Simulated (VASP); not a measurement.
C: single point with PBE+D3(BJ)

Crystal: C.

```
C
1.0
     1.23250    0.71158    3.36139
    -1.23250    0.71158    3.36139
     0.00000   -1.42317    3.36139
C
2
Direct
  0.16664 0.16664 0.18772
  0.83336 0.83336 0.81228
```

This cell differs from its parent crystal: atoms displaced along several vibrational modes.

* Program: VASP 6.6.1
* Task: single point
* Functional: PBE
* Dispersion: D3(BJ)
* Potentials or basis: VASP PAW PBE potentials, release 64 (C)
* Cutoff: 520 eV
* k mesh: 15 × 15 × 15
* Occupations: gaussian, width 0.05 eV
* Spin: no spin polarisation

```json
{
  "Pressure": "1.0 GPa",
  "Largest force": "4.029 eV/Å",
  "Dispersion energy per atom": "-0.156 eV"
}
```

Forces in eV/Å, atoms in the order of the input:
```
C    0.000  3.304 -2.305
C    0.000 -3.304  2.305
```

Stress tensor (GPa, compression positive):
```
-3.06  0.00  0.00
 0.00  8.83  4.28
 0.00  4.28 -2.77
```

Run time: 5.4 min on 1 thread of AMD EPYC 7R13, on a shared host, peak memory 0.28 GiB.

Caveat: the cell differs from its parent crystal (atoms displaced along several vibrational modes); the stress differs along the axes, from -3 to 9 GPa; forces of over 1 eV/Å act on the atoms, so gaps and moduli don't describe the material at rest.
